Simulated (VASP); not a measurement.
# S (I4_1/amd) in VASP: a series of runs, part 2 of 2

VASP 6.6.1. The steps go on from the part before.

## (3) Relaxation of cell and atoms, PBE, target pressure 110 GPa, at which the enthalpy is minimised

This run uses another cell than the first one, of 9.83 Å³/atom.

INCAR

```
SYSTEM = S
PREC = Accurate
ENCUT = 600
EDIFF = 1E-6
ISMEAR = -1
SIGMA = 0.08
LREAL = .False.
LASPH = .True.
NELM = 100
ALGO = Normal
ISIF = 3
LWAVE = .False.
LCHARG = .False.
GGA = PE
IBRION = 2
NSW = 32
EDIFFG = -0.005
PSTRESS = 1100.0
```

KPOINTS

```
Automatic mesh
0
Gamma
  19 19 19
  0 0 0
```

POSCAR

```
S
1.0
   -2.1253004532      2.1253004532      1.0876293480
    2.1253004532     -2.1253004532      1.0876293480
    2.1253004532      2.1253004532     -1.0876293480
S
2
Direct
   -0.3750000000     -0.1250000000     -0.2500000000
    0.3750000000      0.1250000000      0.2500000000
```

Potentials or basis: VASP PAW PBE potentials, release 64 (S).

Launch:

```console
> cat potpaw_PBE.64/S/POTCAR > POTCAR
> mpirun -np 1 vasp_std > vasp.out
```

OUTCAR:

```text
SYSTEM = S
   PREC = Accurate
   ENCUT = 600
   EDIFF = 1E-6
   ISMEAR = -1
   LREAL = .False.
   LASPH = .True.
   NELM = 100
   ISIF = 3
   GGA = PE
   IBRION = 2
   NSW = 32
   EDIFFG = -0.005
   PSTRESS = 1100.0

 ion  position               nearest neighbor table
   1  0.625  0.875  0.750-   2 2.19   2 2.19   2 2.19   2 2.19   2 2.68   2 2.68   2 2.68   2 2.68

   2  0.375  0.125  0.250-   1 2.19   1 2.19   1 2.19   1 2.19   1 2.68   1 2.68   1 2.68   1 2.68

  LATTYP: Found a body centered tetragonal cell.
 ALAT       =     4.2506009064
 C/A-ratio  =     0.5117532189

  Lattice vectors:

 A1 = (  -2.1253004532,   2.1253004532,   1.0876293480)
 A2 = (   2.1253004532,  -2.1253004532,   1.0876293480)
 A3 = (   2.1253004532,   2.1253004532,  -1.0876293480)

Analysis of symmetry for initial positions (statically):
=====================================================================
 Subroutine PRICEL returns:
 Original cell was already a primitive cell.

 Routine SETGRP: Setting up the symmetry group for a
 body centered tetragonal supercell.

 Subroutine GETGRP returns: Found 16 space group operations
 (whereof  4 operations were pure point group operations)
 out of a pool of 16 trial point group operations.

The static configuration has the point symmetry C_2h.
 The point group associated with its full space group is D_4h.

Analysis of symmetry for dynamics (positions and initial velocities):
=====================================================================
 Subroutine PRICEL returns:
 Original cell was already a primitive cell.

 Routine SETGRP: Setting up the symmetry group for a
 body centered tetragonal supercell.

 Subroutine GETGRP returns: Found 16 space group operations
 (whereof  4 operations were pure point group operations)
 out of a pool of 16 trial point group operations.

The dynamic configuration has the point symmetry C_2h.
 The point group associated with its full space group is D_4h.

 Subroutine INISYM returns: Found 16 space group operations
 (whereof  4 operations are pure point group operations),
 and found     1 'primitive' translations

----------------------------------------------------------------------------------------

                                     Primitive cell

  volume of cell :      19.6509

  direct lattice vectors                    reciprocal lattice vectors
    -2.125300453  2.125300453  1.087629348     0.000000000  0.235260854  0.459715436
     2.125300453 -2.125300453  1.087629348     0.235260854  0.000000000  0.459715436
     2.125300453  2.125300453 -1.087629348     0.235260854  0.235260854  0.000000000

  length of vectors
     3.196363814  3.196363814  3.196363814     0.516416452  0.516416452  0.332709091

  position of ions in fractional coordinates (direct lattice)
     0.625000000  0.875000000  0.750000000
     0.375000000  0.125000000  0.250000000

  ion indices of the primitive-cell ions
   primitive index   ion index
                 1           1
                 2           2

----------------------------------------------------------------------------------------

 KPOINTS: Automatic mesh

Automatic generation of k-mesh.
 Grid dimensions read from file:
[... 52 lines left out ...]
   ions per type =               2
   NGX,Y,Z   is equivalent  to a cutoff of  14.56, 14.56, 14.56 a.u.
   NGXF,Y,Z  is equivalent  to a cutoff of  29.13, 29.13, 29.13 a.u.
 SYSTEM =  S
   PREC   = accura    normal or accurate (medium, high low for compatibility)
   ISTART =      0    job   : 0-new  1-cont  2-samecut
   ICHARG =      2    charge: 1-file 2-atom 10-const
   ISPIN  =      1    spin polarized calculation?
   LNONCOLLINEAR =      F non collinear calculations
   LSORBIT =      F    spin-orbit coupling
   LASPH  =      T    aspherical Exc in radial PAW
   ENCUT  =  600.0 eV  44.10 Ry    6.64 a.u.   6.38  6.38  6.38*2*pi/ulx,y,z
   NELM   =    100;   NELMIN=  2; NELMDL= -5     # of ELM steps
   EDIFF  = 0.1E-05   stopping-criterion for ELM
   LREAL  =      F    real-space projection
   EDIFFG = -.5E-02   stopping-criterion for IOM
   NSW    =     32    number of steps for IOM
   IBRION =      2    ionic relax: 0-MD 1-quasi-New 2-CG
   NFREE  =      1    steps in history (QN), initial steepest desc. (CG)
   ISIF   =      3    stress and relaxation
   ISYM   =      2    0-nonsym 1-usesym 2-fastsym
   POTIM  = 0.5000    time-step for ionic-motion
   TEBEG  =    0.0;   TEEND  =   0.0 temperature during run
   PSTRESS= 1100.0 pullay stress
   NELECT =      12.0000    total number of electrons
   NUPDOWN=      -1.0000    fix difference up-down
   EMIN   =  10.00;   EMAX   =-10.00  energy-range for DOS
   EFERMI =   0.00;   METHOD = LEGACY
   ISMEAR =    -1;   SIGMA  =   0.08  broadening in eV -4-tet -1-fermi 0-gaus
   EFERMI_NEDOS =   21; number of points for ismear=-14 and -15
   IALGO  =     38    algorithm
   IMIX   =      4    mixing-type and parameters
     AMIX     =   0.40;   BMIX     =  1.00
     AMIX_MAG =   1.60;   BMIX_MAG =  1.00
  volume/ion in A,a.u.               =       9.83        66.31
  Fermi-wavevector in a.u.,A,eV,Ry     =   1.388912  2.624663 26.246679  1.929076
  Thomas-Fermi vector in A             =   2.512993
   LORBIT       =      0    0 simple, 1 ext, 2 COOP (PROOUT), +10 PAW based schemes
   GGA     = PE    functional components
   LHFCALC =     F    Hartree Fock is set to
   AEXX    =    0.0000 exact exchange contribution
   IVDW    =     0    specifies the selected vdW correction
   LEPSILON=     F    determine dielectric tensor
   LRPA    =     F    only Hartree local field effects (RPA)
 conjugate gradient relaxation of ions
 non-spin polarized calculation
  energy-cutoff  :      600.00
  volume of cell :       19.65
 maximum number of plane-waves:       677
 NGX is ok and might be reduce to    28
   NGX = 13   NGY = 13   NGZ = 13

--------------------------------------- Ionic step        1  -------------------------------------------

 number of electron      11.9999999 magnetization

 Free energy of the ion-electron system (eV)
  ---------------------------------------------------
  ext. energy  EPLUGINS =         0.00000000
  ---------------------------------------------------
  free energy    TOTEN  =        -2.94591952 eV

  energy without entropy =       -2.92825597  energy(sigma->0) =       -2.93708774

------------------------ aborting loop because EDIFF is reached ----------------------------------------

  FORCE on cell =-STRESS in cart. coord.  units (eV):
  Direction    XX          YY          ZZ          XY          YZ          ZX
  --------------------------------------------------------------------------------------
  -------------------------------------------------------------------------------------
  Total       13.4075858     13.4075858     13.3526592      0.0000000      0.0000000     -0.0000000
  in kB     1093.1495675   1093.1495675   1088.6712869      0.0000000      0.0000000     -0.0000000
  external PRESSURE =      -8.3431927 kB  Pullay stress =    1100.0000000 kB
[... 101 lines left out ...]
--------------------------------------- Ionic step        4  -------------------------------------------

 number of electron      11.9999999 magnetization

 Free energy of the ion-electron system (eV)
  ---------------------------------------------------
  ext. energy  EPLUGINS =         0.00000000
  ---------------------------------------------------
  free energy    TOTEN  =        -2.91576242 eV

  energy without entropy =       -2.89825426  energy(sigma->0) =       -2.90700834

 E-fermi :  16.6961     XC(G=0): -13.4537

 val. band max:       16.6886410779   @ k =  -0.2105   0.4737   0.0526
 cond. band min:      16.7007411342   @ k =  -0.3158   0.4737   0.1053
 fundamental gap:      0.0121000562
 Fermi energy:        16.6961372213

 k-point     1 :       0.0000    0.0000    0.0000
  band No.  band energies     occupation
      1      -7.2439      2.00000
      2       5.1191      2.00000
      3       7.0281      2.00000
      4       7.0281      2.00000
      5      14.9024      2.00000
      6      20.0211      0.00000
      7      20.0211      0.00000
      8      21.4476      0.00000
      9      23.0838      0.00000
     10      24.5341      0.00000
[... 287 lines left out ...]
 k-point    24 :      -0.2632    0.0526    0.0000
  band No.  band energies     occupation
      1      -5.4047      2.00000
      2       3.6944      2.00000
      3       7.1251      2.00000
      4      11.1862      2.00000
      5      14.4040      2.00000
      6      15.3032      2.00000
      7      17.5216      0.00007
      8      18.2863      0.00000
      9      19.9560      0.00000
     10      23.9791      0.00000

 [... further k-points ...]

------------------------ aborting loop because EDIFF is reached ----------------------------------------

  FORCE on cell =-STRESS in cart. coord.  units (eV):
  Direction    XX          YY          ZZ          XY          YZ          ZX
  --------------------------------------------------------------------------------------
  -------------------------------------------------------------------------------------
  Total       13.4588813     13.4588813     13.4640203     -0.0000000     -0.0000000      0.0000000
  in kB     1099.8008809   1099.8008809   1100.2208156     -0.0000000     -0.0000000      0.0000000
  external PRESSURE =      -0.0591408 kB  Pullay stress =    1100.0000000 kB
[... 21 lines left out ...]
  energy  without entropy=       -2.8982542576  energy(sigma->0) =       -2.90700834

  enthalpy is  TOTEN    =        10.5455556528 eV   P V=       13.4613180686

 reached required accuracy - stopping structural energy minimisation
```

OSZICAR:

```text
N       E                     dE             d eps       ncg     rms          rms(c)
DAV:   1     0.479327933502E+02    0.47933E+02   -0.68575E+03 11024   0.126E+03
DAV:   2    -0.116331523839E+01   -0.49096E+02   -0.46652E+02 16278   0.179E+02
DAV:   3    -0.295206167251E+01   -0.17887E+01   -0.17496E+01 13982   0.350E+01
[... 23 lines left out ...]
       N       E                     dE             d eps       ncg     rms          rms(c)
DAV:   1    -0.291576864341E+01   -0.13472E-02   -0.48841E-04 12128   0.171E-01    0.167E-02
DAV:   2    -0.291576470059E+01    0.39428E-05   -0.18617E-05 12608   0.398E-02    0.102E-02
DAV:   3    -0.291576243232E+01    0.22683E-05   -0.49374E-06 12134   0.177E-02    0.359E-03
DAV:   4    -0.291576241586E+01    0.16462E-07   -0.35455E-07  5900   0.542E-03
   4 F= 0.10545556E+02 E0= 0.10554310E+02  d E =-.298019E-05
```

CONTCAR:

```text
S
   1.00000000000000
    -2.1243526797897192    2.1243526797897192    1.0861561213996695
     2.1243526797897192   -2.1243526797897192    1.0861561213996695
     2.1243526797897192    2.1243526797897192   -1.0861561213996695
  S
     2
Direct
     0.6250000000000000    0.8750000000000000    0.7500000000000000
     0.3750000000000000    0.1250000000000000    0.2500000000000000

  0.00000000E+00  0.00000000E+00  0.00000000E+00
  0.00000000E+00  0.00000000E+00  0.00000000E+00
```

Run time: 2.1 min. Hardware: 1 thread of Intel Xeon 6975P-C (Granite Rapids), shared host; peak memory 0.24 GiB.

What came out:

```yaml
Free_energy: -2.9158 eV
Relaxed_volume: 9.80 Å³/atom
Relaxed_cell: a = 3.195 Å, b = 3.195 Å, c = 3.195 Å, α = 96.64°, β = 96.64°, γ = 140.25°
Space_group_after_relaxing_to_0.1_Å: I4_1/amd (No. 141)
Energy_change_on_relaxing_the_run_minimises_the_enthalpy: +15.1 meV/atom
Ionic_steps: 4
Pressure_after_relaxing: 110.0 GPa
Band_gap_on_the_k_mesh: zero (bands 6 and 7 overlap by 8.92 eV)
```

Step by step:
```tsv
step	energy change (eV)	largest force (eV/Å)	pressure (GPa)	volume (Å³)
1	0.0000	0.0000	109.17	19.65
2	0.1001	0.0000	111.90	19.51
3	0.0315	0.0000	110.02	19.60
4	0.0302	0.0000	109.99	19.61
```

Final structure:
```
S
1.0
    -2.12435    2.12435    1.08616
     2.12435   -2.12435    1.08616
     2.12435    2.12435   -1.08616
S
2
Direct
  0.62500 0.87500 0.75000
  0.37500 0.12500 0.25000
```

Levels at points of the mesh, in eV from the Fermi level:
| k point | band 4 | band 5 | band 6 | band 7 | band 8 | band 9 |
| --- | --- | --- | --- | --- | --- | --- |
| (0.00, 0.00, 0.00) | -9.67 | -1.79 | 3.32 | 3.32 | 4.75 | 6.39 |

Caveat: the cell is relaxed towards a set pressure, so the run minimises the enthalpy, not the energy.
